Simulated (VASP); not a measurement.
# Be (Fm-3m) in VASP: notebook

The runs below take Be through single point, with PBE.

Everything below comes from runs of VASP 6.6.1. Logs are shortened: lines on timing, memory, paths and dates and some standing lists are left out, and cuts for length are marked.

### Step 1. The cell of the first run

The structure is cubic, space group Fm-3m (No. 225). Conventional cell: a = 2.503 Å, b = 2.503 Å, c = 2.503 Å, α = 90.00°, β = 90.00°, γ = 90.00°. Within 2.4 Å of Be (site symmetry m-3m) lie 12 Be at 1.77 Å.

### Step 2. Single point, PBE

File INCAR:

```
PREC     = Accurate       # precision mode
ENCUT    = 520            # plane-wave cutoff, eV
EDIFF    = 1E-6           # SCF threshold, eV
ISMEAR   = -1             # smearing method
SIGMA    = 0.1            # smearing width, eV
LREAL    = False          # projectors in reciprocal space
LASPH    = True           # aspherical terms in the spheres
NELM     = 80             # most SCF steps
ALGO     = Normal         # electronic algorithm
ISIF     = 2              # what is computed and relaxed
LWAVE    = False          # write WAVECAR
LCHARG   = True           # write CHGCAR
GGA      = PE             # functional
LELF     = True           # ELF
LVHAR    = True         
NBANDS   = 7              # bands
```

File KPOINTS:

```
Automatic mesh
0
Gamma
  26 26 26
```

File POSCAR:

```
Be
1.0
    0.0000000000      1.2515200370      1.2515200370
    1.2515200370      0.0000000000      1.2515200370
    1.2515200370      1.2515200370      0.0000000000
Be
1
Direct
    0.0000000000      0.0000000000      0.0000000000
```

Potentials or basis: VASP PAW PBE potentials, release 64 (Be).

Run with:

```bash
cat potpaw_PBE.64/Be/POTCAR > POTCAR
mpirun -np 1 vasp_std > vasp.out
```

OUTCAR:

```text
PREC = Accurate
   ENCUT = 520
   EDIFF = 1E-6
   ISMEAR = -1
   LREAL = False
   LASPH = True
   NELM = 80
   ISIF = 2
   GGA = PE

 ion  position               nearest neighbor table
   1  0.000  0.000  0.000-

  LATTYP: Found a face centered cubic cell.
 ALAT       =     2.5030400740

  Lattice vectors:

 A1 = (   0.0000000000,   1.2515200370,   1.2515200370)
 A2 = (   1.2515200370,   0.0000000000,   1.2515200370)
 A3 = (   1.2515200370,   1.2515200370,   0.0000000000)

Analysis of symmetry for initial positions (statically):
=====================================================================
 Subroutine PRICEL returns:
 Original cell was already a primitive cell.

 Routine SETGRP: Setting up the symmetry group for a
 face centered cubic supercell.

 Subroutine GETGRP returns: Found 48 space group operations
 (whereof 48 operations were pure point group operations)
 out of a pool of 48 trial point group operations.

The static configuration has the point symmetry O_h .

Analysis of symmetry for dynamics (positions and initial velocities):
=====================================================================
 Subroutine PRICEL returns:
 Original cell was already a primitive cell.

 Routine SETGRP: Setting up the symmetry group for a
 face centered cubic supercell.

 Subroutine GETGRP returns: Found 48 space group operations
 (whereof 48 operations were pure point group operations)
 out of a pool of 48 trial point group operations.

The dynamic configuration has the point symmetry O_h .

 Subroutine INISYM returns: Found 48 space group operations
 (whereof 48 operations are pure point group operations),
 and found     1 'primitive' translations

----------------------------------------------------------------------------------------

                                     Primitive cell

  volume of cell :       3.9205

  direct lattice vectors                    reciprocal lattice vectors
     0.000000000  1.251520037  1.251520037    -0.399514179  0.399514179  0.399514179
     1.251520037  0.000000000  1.251520037     0.399514179 -0.399514179  0.399514179
     1.251520037  1.251520037  0.000000000     0.399514179  0.399514179 -0.399514179

  length of vectors
     1.769916610  1.769916610  1.769916610     0.691978856  0.691978856  0.691978856

  position of ions in fractional coordinates (direct lattice)
     0.000000000  0.000000000  0.000000000

  ion indices of the primitive-cell ions
   primitive index   ion index
                 1           1

----------------------------------------------------------------------------------------

 KPOINTS: Automatic mesh

Automatic generation of k-mesh.
 Grid dimensions read from file:
 generate k-points for:   26   26   26

 Generating k-lattice:

  Cartesian coordinates                     Fractional coordinates (reciprocal lattice)
    -0.015365930  0.015365930  0.015365930     0.038461538  0.000000000  0.000000000
     0.015365930 -0.015365930  0.015365930     0.000000000  0.038461538  0.000000000
     0.015365930  0.015365930 -0.015365930     0.000000000  0.000000000  0.038461538

  Length of vectors
     0.026614571  0.026614571  0.026614571

  Shift w.r.t. Gamma in fractional coordinates (k-lattice)
     0.000000000  0.000000000  0.000000000

 Subroutine IBZKPT returns following result:
 ===========================================

 Found    511 irreducible k-points:

 Following reciprocal coordinates:
            Coordinates               Weight
  0.000000  0.000000  0.000000      1.000000
  0.038462  0.000000  0.000000      8.000000
  0.076923  0.000000  0.000000      8.000000
  0.115385  0.000000  0.000000      8.000000
  0.153846  0.000000  0.000000      8.000000
  0.192308  0.000000  0.000000      8.000000
[... 16 lines left out ...]
  0.346154  0.038462  0.000000     24.000000
  0.384615  0.038462  0.000000     24.000000
 [... further k-points ...]
   k-points           NKPTS =    511   k-points in BZ     NKDIM =    511   number of bands    NBANDS=      7
   number of dos      NEDOS =    301   number of ions     NIONS =      1
   total plane-waves  NPLWV =   2744
   dimension x,y,z NGX =    14 NGY =   14 NGZ =   14
   dimension x,y,z NGXF=    28 NGYF=   28 NGZF=   28
   ions per type =               1
   NGX,Y,Z   is equivalent  to a cutoff of  13.15, 13.15, 13.15 a.u.
   NGXF,Y,Z  is equivalent  to a cutoff of  26.30, 26.30, 26.30 a.u.
 SYSTEM =  unknown system
   PREC   = accura    normal or accurate (medium, high low for compatibility)
   ISTART =      0    job   : 0-new  1-cont  2-samecut
   ICHARG =      2    charge: 1-file 2-atom 10-const
   ISPIN  =      1    spin polarized calculation?
   LNONCOLLINEAR =      F non collinear calculations
   LSORBIT =      F    spin-orbit coupling
   LASPH  =      T    aspherical Exc in radial PAW
   ENCUT  =  520.0 eV  38.22 Ry    6.18 a.u.   3.29  3.29  3.29*2*pi/ulx,y,z
   NELM   =     80;   NELMIN=  2; NELMDL= -5     # of ELM steps
   EDIFF  = 0.1E-05   stopping-criterion for ELM
   LREAL  =      F    real-space projection
   EDIFFG = 0.1E-04   stopping-criterion for IOM
   NSW    =      0    number of steps for IOM
   IBRION =     -1    ionic relax: 0-MD 1-quasi-New 2-CG
   NFREE  =      0    steps in history (QN), initial steepest desc. (CG)
   ISIF   =      2    stress and relaxation
   ISYM   =      2    0-nonsym 1-usesym 2-fastsym
   POTIM  = 0.5000    time-step for ionic-motion
   TEBEG  =    0.0;   TEEND  =   0.0 temperature during run
   PSTRESS=    0.0 pullay stress
   NELECT =       2.0000    total number of electrons
   NUPDOWN=      -1.0000    fix difference up-down
   EMIN   =  10.00;   EMAX   =-10.00  energy-range for DOS
   EFERMI =   0.00;   METHOD = LEGACY
   ISMEAR =    -1;   SIGMA  =   0.10  broadening in eV -4-tet -1-fermi 0-gaus
   EFERMI_NEDOS =   21; number of points for ismear=-14 and -15
   IALGO  =     38    algorithm
   IMIX   =      4    mixing-type and parameters
     AMIX     =   0.40;   BMIX     =  1.00
     AMIX_MAG =   1.60;   BMIX_MAG =  1.00
  volume/ion in A,a.u.               =       3.92        26.46
  Fermi-wavevector in a.u.,A,eV,Ry     =   1.308088  2.471928 23.280857  1.711095
  Thomas-Fermi vector in A             =   2.438779
   LORBIT       =      0    0 simple, 1 ext, 2 COOP (PROOUT), +10 PAW based schemes
   GGA     = PE    functional components
   LHFCALC =     F    Hartree Fock is set to
   AEXX    =    0.0000 exact exchange contribution
   IVDW    =     0    specifies the selected vdW correction
   LEPSILON=     F    determine dielectric tensor
   LRPA    =     F    only Hartree local field effects (RPA)
 non-spin polarized calculation
  energy-cutoff  :      520.00
  volume of cell :        3.92
 maximum number of plane-waves:       113
 NGX is ok and might be reduce to    14
   NGX =  7   NGY =  7   NGZ =  7

 number of electron       2.0000000 magnetization

 Free energy of the ion-electron system (eV)
  ---------------------------------------------------
  ext. energy  EPLUGINS =         0.00000000
  ---------------------------------------------------
  free energy    TOTEN  =        -1.68587005 eV

  energy without entropy =       -1.68508388  energy(sigma->0) =       -1.68547696

 E-fermi :  15.0895     XC(G=0): -13.1713

 val. band max:       15.0862714564   @ k =  -0.3462   0.3462   0.0000
 cond. band min:      15.1677891204   @ k =  -0.3846   0.3462   0.0000
 fundamental gap:      0.0815176641
 Fermi energy:        15.0894688998

 k-point     1 :       0.0000    0.0000    0.0000
  band No.  band energies     occupation
      1      -0.6775      2.00000
      2      48.6714      0.00000
      3      48.6714      0.00000
      4      48.6714      0.00000
      5      60.6075      0.00000
      6      60.6075      0.00000
      7      60.6075      0.00000

 k-point     2 :       0.0385    0.0000    0.0000
  band No.  band energies     occupation
      1      -0.6243      2.00000
      2      47.8358      0.00000
      3      48.4820      0.00000
      4      48.4820      0.00000
      5      59.3891      0.00000
      6      60.9404      0.00000
      7      60.9404      0.00000

 k-point     3 :       0.0769    0.0000    0.0000
  band No.  band energies     occupation
      1      -0.4646      2.00000
      2      45.5832      0.00000
      3      47.9793      0.00000
      4      47.9793      0.00000
      5      58.5244      0.00000
      6      61.8429      0.00000
      7      61.8429      0.00000

 k-point     4 :       0.1154    0.0000    0.0000
  band No.  band energies     occupation
      1      -0.1972      2.00000
      2      42.5303      0.00000
      3      47.3013      0.00000
      4      47.3013      0.00000
      5      58.5300      0.00000
      6      63.0462      0.00000
      7      63.0462      0.00000

 k-point     5 :       0.1538    0.0000    0.0000
  band No.  band energies     occupation
      1       0.1792      2.00000
      2      39.1896      0.00000
      3      46.5709      0.00000
      4      46.5709      0.00000
      5      59.0802      0.00000
      6      64.0289      0.00000
      7      64.0289      0.00000
[... 161 lines left out ...]
 k-point    22 :       0.3077    0.0385    0.0000
  band No.  band energies     occupation
      1       2.5373      2.00000
      2      27.5647      0.00000
      3      42.9316      0.00000
      4      45.5733      0.00000
      5      56.6228      0.00000
      6      61.9173      0.00000
      7      63.1861      0.00000

 k-point    23 :       0.3462    0.0385    0.0000
  band No.  band energies     occupation
      1       3.3824      2.00000
      2      24.8961      0.00000
      3      42.6903      0.00000
      4      45.0429      0.00000
      5      55.4795      0.00000
      6      60.3928      0.00000
      7      62.5642      0.00000

 k-point    24 :       0.3846    0.0385    0.0000
  band No.  band energies     occupation
      1       4.2682      2.00000
      2      22.5448      0.00000
      3      42.5896      0.00000
      4      44.5480      0.00000
      5      54.5710      0.00000
      6      59.0464      0.00000
      7      61.8111      0.00000

 [... further k-points ...]

------------------------ aborting loop because EDIFF is reached ----------------------------------------

  FORCE on cell =-STRESS in cart. coord.  units (eV):
  Direction    XX          YY          ZZ          XY          YZ          ZX
  --------------------------------------------------------------------------------------
  -------------------------------------------------------------------------------------
  Total        6.6451251      6.6451251      6.6451251     -0.0000000     -0.0000000     -0.0000000
  in kB     2715.6283000   2715.6283000   2715.6283000     -0.0000000     -0.0000000     -0.0000000
  external PRESSURE =    2715.6283000 kB  Pullay stress =       0.0000000 kB

 VOLUME and BASIS-vectors are now :
 -----------------------------------------------------------------------------
  energy-cutoff  :      520.00
  volume of cell :        3.92
      direct lattice vectors                 reciprocal lattice vectors
     0.000000000  1.251520037  1.251520037    -0.399514179  0.399514179  0.399514179
     1.251520037  0.000000000  1.251520037     0.399514179 -0.399514179  0.399514179
     1.251520037  1.251520037  0.000000000     0.399514179  0.399514179 -0.399514179

 POSITION                                       TOTAL-FORCE (eV/Angst)
 -----------------------------------------------------------------------------------
      0.00000      0.00000      0.00000         0.000000      0.000000      0.000000
 -----------------------------------------------------------------------------------
    total drift:                               -0.000000      0.000000     -0.000000

  FREE ENERGIE OF THE ION-ELECTRON SYSTEM (eV)
  ---------------------------------------------------
  free  energy   TOTEN  =        -1.6858700459 eV

  energy  without entropy=       -1.6850838755  energy(sigma->0) =       -1.68547696
```

It took 3.7 s on 1 thread of Intel Xeon 6975P-C (Granite Rapids), shared host; peak memory 0.11 GiB.

Results:

```yaml
Free_energy: -1.6859 eV
Pressure: 271.6 GPa
Band_gap_on_the_k_mesh: zero (band 1 reaches 15.78 eV, above the bottom of band 2 at 14.53 eV)
```

### Step 3. Single point, PBE

File INCAR:

```
SYSTEM = Be
ALGO = Normal
EDIFF = 1E-6
ENCUT = 520
GGA = PE
ISIF = 2
ISMEAR = -1
LASPH = .TRUE.
LCHARG = .TRUE.
LELF = .TRUE.
LREAL = .FALSE.
LVHAR = .TRUE.
LWAVE = .FALSE.
NBANDS = 7
NELM = 60
PREC = Accurate
SIGMA = 0.1
```

File KPOINTS:

```
k-points
0
G
  26 26 26
  0 0 0
```

File POSCAR:

```
Be
1.0
    0.0000000000      1.2511486656      1.2511486656
    1.2511486656      0.0000000000      1.2511486656
    1.2511486656      1.2511486656      0.0000000000
Be
1
Direct
    0.0000000000      0.0000000000      0.0000000000
```

Potentials or basis: VASP PAW PBE potentials, release 64 (Be).

Run with:

```bash
cat potpaw_PBE.64/Be/POTCAR > POTCAR
mpirun -np 1 vasp_std > vasp.out
```

Run time: 3.7 s. Hardware: 1 thread of Intel Xeon 6975P-C (Granite Rapids), shared host; peak memory 0.11 GiB.

Results (log left out):

| Quantity | Value |
| --- | --- |
| Free energy | -1.6799 eV |
| Pressure | 272.3 GPa |
| Band gap on the k mesh | zero (band 1 reaches 15.79 eV, above the bottom of band 2 at 14.55 eV) |

Levels at points of the mesh, in eV from the Fermi level:
```csv
k point,band 1,band 2,band 3,band 4,band 5
"(0.00, 0.00, 0.00)",-15.77,33.60,33.60,33.60,45.54
"(0.50, 0.00, 0.00)",-8.96,3.38,28.43,28.43,40.73
"(0.50, 0.50, 0.00)",-4.46,7.32,16.03,16.03,22.97
```
